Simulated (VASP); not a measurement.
Crystal: Sb.

```
Sb
1.0
     3.10145    0.00000    0.00000
     0.00000    4.31834    0.00000
    -0.03865    0.00000    4.37628
Sb
2
Cartesian
  0.0260 1.0796 1.0554
  3.0368 3.2388 3.3209
```

Base run:

| Property | Result |
| --- | --- |
| Program | VASP 6.6.1 |
| Functional | PBE |
| Potentials or basis | VASP PAW PBE potentials, release 64 (Sb) |
| Cutoff | 520 eV |
| k mesh | 9 × 6 × 6 |
| Occupations | fermi-dirac, width 0.05 eV |
| Spin | no spin polarisation |

Its results: band gap on the k mesh zero (bands 5 and 6 overlap by 8.53 eV); pressure 1.6 GPa; largest force 0.091 eV/Å.

Question: The run is repeated on the same cell with these changes: functional from PBE to r2SCAN. What comes out?

Answer: Band gap on the k mesh zero (bands 5 and 6 overlap by 9.05 eV); pressure 0.4 GPa; largest force 0.071 eV/Å.

Caveats: spin-orbit coupling is left out, which moves the levels of the heavy elements; the PAW data sets were made with another functional, which shifts forces and pressure a little (at least some runs).
